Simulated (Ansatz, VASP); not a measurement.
**Zn: VASP beside Ansatz**

INCAR

```
PREC = Accurate ; ENCUT = 520
EDIFF = 1E-6 ; ISMEAR = 0
SIGMA = 0.15 ; LREAL = False
LASPH = True ; NELM = 80
ALGO = Fast ; ISIF = 2
LWAVE = False ; LCHARG = False
GGA = PS ; NBANDS = 12
```

KPOINTS

```
Automatic mesh
0
Gamma
  22 22 22
```

Contents of POSCAR:

```
Zn
1.0
   -1.6004177400      1.6004177400      1.5690370000
    1.6004177400     -1.6004177400      1.5690370000
    1.5376562600      1.5376562600     -1.5690370000
Zn
1
Direct
    0.0000000000      0.0000000000      0.0000000000
```

Input for Ansatz:

```yaml
crystal:
  lattice:
    - [-1.60041774, 1.60041774, 1.569037]
    - [1.60041774, -1.60041774, 1.569037]
    - [1.53765626, 1.53765626, -1.569037]
  atoms:
    - { symbol: Zn, position: [0.0, 0.0, 0.0] }
basis:
  ecutwfc: 420
kpoints:
  mp_grid: { grid: [22, 22, 22] }
hamiltonian:
  xc: pbesol
scf:
  occupations: { method: gaussian, width: 0.15 }
output:
  forces: true
  stress: true
  eigenvalues: true
```

Change from the starting cell: strain -0.0400 x Voigt [0, 0, 0, 0, 0, 1], atoms carried along.

Alike in both runs: task single point; functional PBEsol; k mesh 22 × 22 × 22; occupations gaussian, width 0.15 eV; no spin polarisation.

|  | VASP | Ansatz |
| --- | --- | --- |
| version | VASP 6.6.1 | Ansatz 0.2.0 |
| potentials or method | VASP PAW PBE potentials, release 64 (Zn), cutoff 520 eV | scalar-relativistic, plane waves, PAW |
| valence electrons in the cell | 12 | 12 |

|  | VASP | Ansatz | Ansatz less VASP |
| --- | --- | --- | --- |
| gap on the k mesh at the Fermi level (eV) | none | none | - |
| pressure (GPa) | -4.7 | -5.0 | -0.34 |
| traceless stress, the component that is largest in VASP (GPa) | -0.15 | -0.15 | +0.002 |

VASP's potentials were made for PBE, not for PBEsol. A gap of «none» marks a metal or a gap that the smearing closes.
